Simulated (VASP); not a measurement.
Write the native input for VASP 6.6.1 that does the following.

| Item | Value |
| --- | --- |
| Task | relaxation of cell and atoms |
| Functional | r2SCAN |
| Potentials or basis | VASP PAW PBE potentials, release 64 (Ti_sv) |
| Cutoff | 600 eV |
| k mesh | 6 × 6 × 6 |
| Occupations | methfessel-paxton, width 0.05 eV |
| Spin | no spin polarisation |
| Target pressure | 20 GPa |
| Dipole correction | no |
| Further INCAR settings | ALGO = Normal; EDIFF = 1e-06; IBRION = 2; EDIFFG = -0.01; NSW = 60; ISIF = 3 |

Crystal: Ti.

```xyz
1
Lattice="2.6900 0.0000 0.0000 0.0000 2.6900 0.0000 0.0000 0.0000 2.6900" Properties=species:S:1:pos:R:3 pbc="T T T"
Ti    0.0000    0.0000    0.0000
```

This isn't the form of Ti at room conditions, which is hcp.

One way to write it, as run:

POSCAR

```
Ti
1.0
    2.6900000000      0.0000000000      0.0000000000
    0.0000000000      2.6900000000      0.0000000000
    0.0000000000      0.0000000000      2.6900000000
Ti
1
Direct
    0.0000000000      0.0000000000      0.0000000000
```

INCAR.step1

```
SYSTEM = Ti
  PREC = Accurate
  ENCUT = 600
  ISMEAR = 1
  SIGMA = 0.05
  LREAL = .False.
  LASPH = .True.
  NELM = 60
  GGA = PE
  ALGO = Normal
  EDIFF = 1E-4
  LWAVE = .True.
  LCHARG = .False.
```

INCAR.step2

```
SYSTEM = Ti
  PREC = Accurate
  ENCUT = 600
  EDIFF = 1E-6
  ISMEAR = 1
  SIGMA = 0.05
  LREAL = .False.
  LASPH = .True.
  NELM = 60
  ALGO = Normal
  ISIF = 3
  LWAVE = .False.
  LCHARG = .False.
  METAGGA = R2SCAN
  LMIXTAU = .True.
  IBRION = 2
  NSW = 60
  EDIFFG = -0.01
  PSTRESS = 200.0
  ISTART = 1
```

KPOINTS

```
regular mesh
0
Gamma
  6 6 6
  0 0 0
```

Potentials or basis: VASP PAW PBE potentials, release 64 (Ti_sv).

Command:

```bash
$ cat potpaw_PBE.64/Ti_sv/POTCAR > POTCAR
$ cp INCAR.step1 INCAR
$ mpirun -np 1 vasp_std > vasp.out
$ cp INCAR.step2 INCAR
$ mpirun -np 1 vasp_std > vasp.out
```

It gave:

```yaml
Relaxed_volume: 15.14 Å³/atom
Relaxed_cell: a = 2.474 Å, b = 2.474 Å, c = 2.474 Å, α = 90.00°, β = 90.00°, γ = 90.00°
Space_group_after_relaxing_to_0.1_Å: Pm-3m (No. 221)
Energy_change_on_relaxing_the_run_minimises_the_enthalpy: +132.4 meV/atom
Ionic_steps: 5
Pressure_after_relaxing: 20.0 GPa
Band_gap_on_the_k_mesh: zero (bands 6 and 7 overlap by 3.03 eV)
```

Caveat: the k points lie up to 0.42 Å⁻¹ apart in the final cell, too coarse for converged energies and pressures of a metal; the cell is relaxed towards a set pressure, so the run minimises the enthalpy, not the energy; the volume moved by over 15 % at a fixed basis, so the end points are rough; the PAW data sets were made with another functional, which shifts forces and pressure a little.

It took 85 s on 1 thread of Intel(R) Xeon(R) Platinum 8559C (Emerald Rapids), on a shared host, peak memory 0.15 GiB.
